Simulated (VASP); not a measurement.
# Hf (Fd-3m) in VASP: a series of runs

Runs on Hf. Level: PBE. Tasks: single point.

Program: VASP 6.6.1. These are calculated values, not measurements. Logs are shortened: lines on timing, memory, paths and dates and some standing lists are left out, and cuts for length are marked.

## Step 1: The cell of the first run

The structure is cubic, space group Fd-3m (No. 227). Conventional cell: a = 6.551 Å, b = 6.551 Å, c = 6.551 Å, α = 90.00°, β = 90.00°, γ = 90.00°. Hf (site symmetry -43m) has 4 Hf at 2.84 Å within 3.7 Å.

## Step 2: Single point, PBE

Input file INCAR:

```
SYSTEM = Hf
ALGO = Normal ; EDIFF = 1E-6
ENCUT = 520 ; GGA = PE
ISIF = 2 ; ISMEAR = -1
LASPH = .True. ; LCHARG = .True.
LELF = .True. ; LREAL = .False.
LVHAR = .True. ; LWAVE = .False.
NBANDS = 17 ; NELM = 80
PREC = Accurate ; SIGMA = 0.1
```

Input file KPOINTS:

```
k-points
0
Gamma
  9 9 9
  0 0 0
```

Input file POSCAR:

```
Hf
1.0
    0.0000000000      3.2755265952      3.2755265952
    3.2755265952      0.0000000000      3.2755265952
    3.2755265952      3.2755265952      0.0000000000
Hf
2
Direct
    0.1250000000      0.1250000000      0.1250000000
    0.8750000000      0.8750000000      0.8750000000
```

Potentials or basis: VASP PAW PBE potentials, release 64 (Hf_pv).

Run with:

```console
$ cat potpaw_PBE.64/Hf_pv/POTCAR > POTCAR
$ mpirun -np 1 vasp_std > vasp.out
```

OUTCAR:

```text
SYSTEM = Hf
   EDIFF = 1E-6
   ENCUT = 520
   GGA = PE
   ISIF = 2
   ISMEAR = -1
   LASPH = .True.
   LREAL = .False.
   NELM = 80
   PREC = Accurate

 ion  position               nearest neighbor table
   1  0.125  0.125  0.125-   2 2.84   2 2.84   2 2.84   2 2.84
   2  0.875  0.875  0.875-   1 2.84   1 2.84   1 2.84   1 2.84

  LATTYP: Found a face centered cubic cell.
 ALAT       =     6.5510531904

  Lattice vectors:

 A1 = (   0.0000000000,   3.2755265952,   3.2755265952)
 A2 = (   3.2755265952,   0.0000000000,   3.2755265952)
 A3 = (   3.2755265952,   3.2755265952,   0.0000000000)

Analysis of symmetry for initial positions (statically):
=====================================================================
 Subroutine PRICEL returns:
 Original cell was already a primitive cell.

 Routine SETGRP: Setting up the symmetry group for a
 face centered cubic supercell.

 Subroutine GETGRP returns: Found 48 space group operations
 (whereof 12 operations were pure point group operations)
 out of a pool of 48 trial point group operations.

The static configuration has the point symmetry D_3d.
 The point group associated with its full space group is O_h .

Analysis of symmetry for dynamics (positions and initial velocities):
=====================================================================
 Subroutine PRICEL returns:
 Original cell was already a primitive cell.

 Routine SETGRP: Setting up the symmetry group for a
 face centered cubic supercell.

 Subroutine GETGRP returns: Found 48 space group operations
 (whereof 12 operations were pure point group operations)
 out of a pool of 48 trial point group operations.

The dynamic configuration has the point symmetry D_3d.
 The point group associated with its full space group is O_h .

 Subroutine INISYM returns: Found 48 space group operations
 (whereof 12 operations are pure point group operations),
 and found     1 'primitive' translations

----------------------------------------------------------------------------------------

                                     Primitive cell

  volume of cell :      70.2867

  direct lattice vectors                    reciprocal lattice vectors
     0.000000000  3.275526595  3.275526595    -0.152647211  0.152647211  0.152647211
     3.275526595  0.000000000  3.275526595     0.152647211 -0.152647211  0.152647211
     3.275526595  3.275526595  0.000000000     0.152647211  0.152647211 -0.152647211

  length of vectors
     4.632294135  4.632294135  4.632294135     0.264392725  0.264392725  0.264392725

  position of ions in fractional coordinates (direct lattice)
     0.125000000  0.125000000  0.125000000
     0.875000000  0.875000000  0.875000000

  ion indices of the primitive-cell ions
   primitive index   ion index
                 1           1
                 2           2

----------------------------------------------------------------------------------------

 KPOINTS: k-points

Automatic generation of k-mesh.
 Grid dimensions read from file:
 generate k-points for:    9    9    9

 Generating k-lattice:

  Cartesian coordinates                     Fractional coordinates (reciprocal lattice)
    -0.016960801  0.016960801  0.016960801     0.111111111  0.000000000  0.000000000
     0.016960801 -0.016960801  0.016960801     0.000000000  0.111111111  0.000000000
     0.016960801  0.016960801 -0.016960801     0.000000000  0.000000000  0.111111111

  Length of vectors
     0.029376969  0.029376969  0.029376969

  Shift w.r.t. Gamma in fractional coordinates (k-lattice)
     0.000000000  0.000000000  0.000000000

 Subroutine IBZKPT returns following result:
 ===========================================

 Found     35 irreducible k-points:

 Following reciprocal coordinates:
            Coordinates               Weight
  0.000000  0.000000  0.000000      1.000000
  0.111111  0.000000  0.000000      8.000000
  0.222222  0.000000  0.000000      8.000000
  0.333333  0.000000  0.000000      8.000000
  0.444444  0.000000  0.000000      8.000000
  0.111111  0.111111  0.000000      6.000000
[... 16 lines left out ...]
 -0.333333  0.333333  0.000000     12.000000
  0.444444  0.444444  0.000000      6.000000
 [... further k-points ...]
   k-points           NKPTS =     35   k-points in BZ     NKDIM =     35   number of bands    NBANDS=     17
   number of dos      NEDOS =    301   number of ions     NIONS =      2
   total plane-waves  NPLWV =  46656
   dimension x,y,z NGX =    36 NGY =   36 NGZ =   36
   dimension x,y,z NGXF=    72 NGYF=   72 NGZF=   72
   ions per type =               2
   NGX,Y,Z   is equivalent  to a cutoff of  12.92, 12.92, 12.92 a.u.
   NGXF,Y,Z  is equivalent  to a cutoff of  25.84, 25.84, 25.84 a.u.
 SYSTEM =  Hf
   PREC   = accura    normal or accurate (medium, high low for compatibility)
   ISTART =      0    job   : 0-new  1-cont  2-samecut
   ICHARG =      2    charge: 1-file 2-atom 10-const
   ISPIN  =      1    spin polarized calculation?
   LNONCOLLINEAR =      F non collinear calculations
   LSORBIT =      F    spin-orbit coupling
   LASPH  =      T    aspherical Exc in radial PAW
   ENCUT  =  520.0 eV  38.22 Ry    6.18 a.u.   8.61  8.61  8.61*2*pi/ulx,y,z
   NELM   =     80;   NELMIN=  2; NELMDL= -5     # of ELM steps
   EDIFF  = 0.1E-05   stopping-criterion for ELM
   LREAL  =      F    real-space projection
   EDIFFG = 0.1E-04   stopping-criterion for IOM
   NSW    =      0    number of steps for IOM
   IBRION =     -1    ionic relax: 0-MD 1-quasi-New 2-CG
   NFREE  =      0    steps in history (QN), initial steepest desc. (CG)
   ISIF   =      2    stress and relaxation
   ISYM   =      2    0-nonsym 1-usesym 2-fastsym
   POTIM  = 0.5000    time-step for ionic-motion
   TEBEG  =    0.0;   TEEND  =   0.0 temperature during run
   PSTRESS=    0.0 pullay stress
   NELECT =      20.0000    total number of electrons
   NUPDOWN=      -1.0000    fix difference up-down
   EMIN   =  10.00;   EMAX   =-10.00  energy-range for DOS
   EFERMI =   0.00;   METHOD = LEGACY
   ISMEAR =    -1;   SIGMA  =   0.10  broadening in eV -4-tet -1-fermi 0-gaus
   EFERMI_NEDOS =   21; number of points for ismear=-14 and -15
   IALGO  =     38    algorithm
   IMIX   =      4    mixing-type and parameters
     AMIX     =   0.40;   BMIX     =  1.00
     AMIX_MAG =   1.60;   BMIX_MAG =  1.00
  volume/ion in A,a.u.               =      35.14       237.16
  Fermi-wavevector in a.u.,A,eV,Ry     =   1.076780  2.034819 15.775349  1.159455
  Thomas-Fermi vector in A             =   2.212674
   LORBIT       =      0    0 simple, 1 ext, 2 COOP (PROOUT), +10 PAW based schemes
   GGA     = PE    functional components
   LHFCALC =     F    Hartree Fock is set to
   AEXX    =    0.0000 exact exchange contribution
   IVDW    =     0    specifies the selected vdW correction
   LEPSILON=     F    determine dielectric tensor
   LRPA    =     F    only Hartree local field effects (RPA)
 non-spin polarized calculation
  energy-cutoff  :      520.00
  volume of cell :       70.29
 maximum number of plane-waves:      1917
   NGX = 17   NGY = 17   NGZ = 17

 number of electron      20.0000002 magnetization

 Free energy of the ion-electron system (eV)
  ---------------------------------------------------
  ext. energy  EPLUGINS =         0.00000000
  ---------------------------------------------------
  free energy    TOTEN  =       -14.55252123 eV

  energy without entropy =      -14.38494426  energy(sigma->0) =      -14.46873275

 E-fermi :   1.5488     XC(G=0):  -9.0571

 val. band max:        1.5398458675   @ k =   0.3333   0.0000   0.0000
 cond. band min:       1.5591108943   @ k =   0.2222   0.0000   0.0000
 fundamental gap:      0.0192650268
 Fermi energy:         1.5488235279

 k-point     1 :       0.0000    0.0000    0.0000
  band No.  band energies     occupation
      1     -29.4523      2.00000
      2     -29.4523      2.00000
      3     -29.4523      2.00000
      4     -28.8785      2.00000
      5     -28.8785      2.00000
      6     -28.8785      2.00000
[... 9 lines left out ...]
     16       7.1331      0.00000
     17       7.1331      0.00000

 k-point     2 :       0.1111    0.0000    0.0000
  band No.  band energies     occupation
      1     -29.4601      2.00000
      2     -29.4601      2.00000
      3     -29.4507      2.00000
      4     -28.8815      2.00000
      5     -28.8704      2.00000
      6     -28.8704      2.00000
[... 9 lines left out ...]
     16       7.0882      0.00000
     17       7.0882      0.00000

 k-point     3 :       0.2222    0.0000    0.0000
  band No.  band energies     occupation
      1     -29.4789      2.00000
      2     -29.4789      2.00000
      3     -29.4469      2.00000
      4     -28.8888      2.00000
      5     -28.8507      2.00000
      6     -28.8507      2.00000
[... 9 lines left out ...]
     16       6.9298      0.00000
     17       6.9298      0.00000

 k-point     4 :       0.3333    0.0000    0.0000
  band No.  band energies     occupation
      1     -29.4990      2.00000
      2     -29.4990      2.00000
      3     -29.4428      2.00000
      4     -28.8968      2.00000
      5     -28.8297      2.00000
      6     -28.8297      2.00000
[... 9 lines left out ...]
     16       6.6093      0.00000
     17       6.6093      0.00000

 k-point     5 :       0.4444    0.0000    0.0000
  band No.  band energies     occupation
      1     -29.5114      2.00000
      2     -29.5114      2.00000
      3     -29.4404      2.00000
      4     -28.9018      2.00000
      5     -28.8166      2.00000
      6     -28.8166      2.00000
[... 9 lines left out ...]
     16       6.2124      0.00000
     17       6.2816      0.00000

 k-point     6 :       0.1111    0.1111    0.0000
  band No.  band energies     occupation
      1     -29.4692      2.00000
      2     -29.4692      2.00000
      3     -29.4359      2.00000
      4     -28.8972      2.00000
      5     -28.8610      2.00000
      6     -28.8610      2.00000
[... 9 lines left out ...]
     16       6.8662      0.00000
     17       7.2393      0.00000

 k-point     7 :       0.2222    0.1111    0.0000
  band No.  band energies     occupation
      1     -29.4886      2.00000
      2     -29.4883      2.00000
      3     -29.4213      2.00000
      4     -28.9145      2.00000
      5     -28.8415      2.00000
      6     -28.8407      2.00000
[... 9 lines left out ...]
     16       6.5732      0.00000
     17       7.2354      0.00000

 k-point     8 :       0.3333    0.1111    0.0000
  band No.  band energies     occupation
      1     -29.5120      2.00000
      2     -29.5083      2.00000
      3     -29.4084      2.00000
      4     -28.9301      2.00000
      5     -28.8200      2.00000
      6     -28.8179      2.00000
[... 9 lines left out ...]
     16       6.2160      0.00000
     17       7.0339      0.00000
[... 203 lines left out ...]
      1     -29.5488      2.00000
      2     -29.5025      2.00000
      3     -29.3826      2.00000
      4     -28.9566      2.00000
      5     -28.8258      2.00000
      6     -28.7813      2.00000
[... 9 lines left out ...]
     16       5.5852      0.00000
     17       7.2487      0.00000

 k-point    20 :       0.3333    0.3333    0.0000
  band No.  band energies     occupation
      1     -29.5475      2.00000
      2     -29.5475      2.00000
      3     -29.3153      2.00000
      4     -29.0300      2.00000
      5     -28.7790      2.00000
      6     -28.7790      2.00000
[... 9 lines left out ...]
     16       5.1884      0.00000
     17       7.2278      0.00000

 k-point    21 :       0.4444    0.3333    0.0000
  band No.  band energies     occupation
      1     -29.5655      2.00000
      2     -29.5589      2.00000
      3     -29.2742      2.00000
      4     -29.0725      2.00000
      5     -28.7669      2.00000
      6     -28.7612      2.00000
[... 9 lines left out ...]
     16       5.0606      0.00000
     17       6.9132      0.00000

 k-point    22 :      -0.4444    0.3333    0.0000
  band No.  band energies     occupation
      1     -29.5815      2.00000
      2     -29.5574      2.00000
      3     -29.2505      2.00000
      4     -29.0950      2.00000
      5     -28.7684      2.00000
      6     -28.7471      2.00000
[... 9 lines left out ...]
     16       6.0349      0.00000
     17       6.0476      0.00000

 k-point    23 :      -0.3333    0.3333    0.0000
  band No.  band energies     occupation
      1     -29.5850      2.00000
      2     -29.5437      2.00000
      3     -29.2825      2.00000
      4     -29.0607      2.00000
      5     -28.7828      2.00000
      6     -28.7450      2.00000
[... 9 lines left out ...]
     16       5.2699      0.00000
     17       6.6644      0.00000

 k-point    24 :       0.4444    0.4444    0.0000
  band No.  band energies     occupation
      1     -29.5711      2.00000
      2     -29.5711      2.00000
      3     -29.2242      2.00000
      4     -29.1253      2.00000
      5     -28.7541      2.00000
      6     -28.7541      2.00000
[... 9 lines left out ...]
     16       4.8240      0.00000
     17       6.7107      0.00000

 [... further k-points ...]
[... 5 lines left out ...]
  --------------------------------------------------------------------------------------
  -------------------------------------------------------------------------------------
  Total       -0.0895354     -0.0895354     -0.0895354     -0.0000000      0.0000000      0.0000000
  in kB       -2.0409474     -2.0409474     -2.0409474     -0.0000000      0.0000000      0.0000000
  external PRESSURE =      -2.0409474 kB  Pullay stress =       0.0000000 kB

 VOLUME and BASIS-vectors are now :
 -----------------------------------------------------------------------------
  energy-cutoff  :      520.00
  volume of cell :       70.29
      direct lattice vectors                 reciprocal lattice vectors
     0.000000000  3.275526595  3.275526595    -0.152647211  0.152647211  0.152647211
     3.275526595  0.000000000  3.275526595     0.152647211 -0.152647211  0.152647211
     3.275526595  3.275526595  0.000000000     0.152647211  0.152647211 -0.152647211

 POSITION                                       TOTAL-FORCE (eV/Angst)
 -----------------------------------------------------------------------------------
      0.81888      0.81888      0.81888         0.000000      0.000000      0.000000
      5.73217      5.73217      5.73217        -0.000000     -0.000000     -0.000000
 -----------------------------------------------------------------------------------
    total drift:                                0.000000      0.000000      0.000000

  FREE ENERGIE OF THE ION-ELECTRON SYSTEM (eV)
  ---------------------------------------------------
  free  energy   TOTEN  =       -14.5525212282 eV

  energy  without entropy=      -14.3849442620  energy(sigma->0) =      -14.46873275
```

Run time: 17 s. Hardware: 1 thread of Intel Xeon 6975P-C (Granite Rapids), shared host; peak memory 0.21 GiB.

What came out:

```
Free energy            : -14.5525 eV
Pressure               : -0.2 GPa
Band gap on the k mesh : zero (band 10 reaches 1.89 eV, above the bottom of band 11 at 1.32 eV)
```

Levels at points of the mesh, in eV from the Fermi level:
```csv
k point,band 8,band 9,band 10,band 11,band 12,band 13
"(0.00, 0.00, 0.00)",-0.29,-0.29,0.15,0.15,0.15,2.05
```

Caveat: spin-orbit coupling is left out, which moves the levels of the heavy elements.

## Step 3: Single point, PBE

Input file INCAR:

```
PREC     = Accurate       # precision mode
ENCUT    = 520            # plane-wave cutoff, eV
EDIFF    = 1E-6           # SCF threshold, eV
ISMEAR   = -1             # smearing method
SIGMA    = 0.1            # smearing width, eV
LREAL    = False          # projectors in reciprocal space
LASPH    = True           # aspherical terms in the spheres
NELM     = 80             # most SCF steps
ALGO     = Normal         # electronic algorithm
ISIF     = 2              # what is computed and relaxed
LWAVE    = False          # write WAVECAR
LCHARG   = True           # write CHGCAR
GGA      = PE             # functional
LELF     = True           # ELF
LVHAR    = True         
NBANDS   = 17             # bands
```

Input file KPOINTS:

```
regular mesh
0
Gamma
  9 9 9
```

POSCAR is that of step 2.

Potentials or basis: VASP PAW PBE potentials, release 64 (Hf_pv).

Run with:

```console
$ cat potpaw_PBE.64/Hf_pv/POTCAR > POTCAR
$ mpirun -np 1 vasp_std > vasp.out
```

Wall time 16 s (1 thread of Intel Xeon 6975P-C (Granite Rapids), shared host); peak memory 0.21 GiB.

Results (log left out):

```yaml
Free_energy: -14.5525 eV
Pressure: -0.2 GPa
Band_gap_on_the_k_mesh: zero (band 10 reaches 1.89 eV, above the bottom of band 11 at 1.32 eV)
```

Levels at points of the mesh, in eV from the Fermi level:
| k point | band 8 | band 9 | band 10 | band 11 | band 12 | band 13 |
| --- | --- | --- | --- | --- | --- | --- |
| (0.00, 0.00, 0.00) | -0.29 | -0.29 | 0.15 | 0.15 | 0.15 | 2.05 |

Caveat: spin-orbit coupling is left out, which moves the levels of the heavy elements.
